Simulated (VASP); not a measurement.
## Ba: single point with PBE

The system is Ba.

```
Ba
1.0
     3.90070    0.00000    0.00000
     0.00000    3.90070    0.00000
     0.00000    0.00000    3.90070
Ba
1
Cartesian
  0.0000 0.0000 0.0000
```

This cell differs from its parent crystal: volume scaled by 0.96.

- Program: VASP 6.6.1
- Task: single point
- Functional: PBE
- Potentials or basis: VASP PAW PBE potentials, release 64 (Ba_sv)
- Cutoff: 520 eV
- k mesh: 9 × 9 × 9
- Occupations: fermi-dirac, width 0.1 eV
- Spin: no spin polarisation
- Dipole correction: no
- Further INCAR settings: ALGO = Normal; EDIFF = 1e-06; NBANDS = 11

* Pressure: 0.5 GPa
* Band gap on the k mesh: 0.13 eV, indirect (the least direct gap lies 2.9 meV higher)

Levels at points of the mesh, in eV from the valence-band top:
```tsv
k point	band 1	band 2	band 3	band 4	band 5	band 6	band 7	band 8	band 9	band 10
(0.00, 0.00, 0.00)	-29.00	-13.80	-13.80	-13.80	-2.48	0.13	0.13	5.16	5.16	5.16
```

It took 13 s on 1 thread of Intel(R) Xeon(R) Platinum 8259CL CPU @ 2.50GHz (Skylake/Cascade Lake), on a shared host, peak memory 0.17 GiB.

Caveat: spin-orbit coupling is left out, which moves the levels of the heavy elements. A k mesh can miss the band edges.
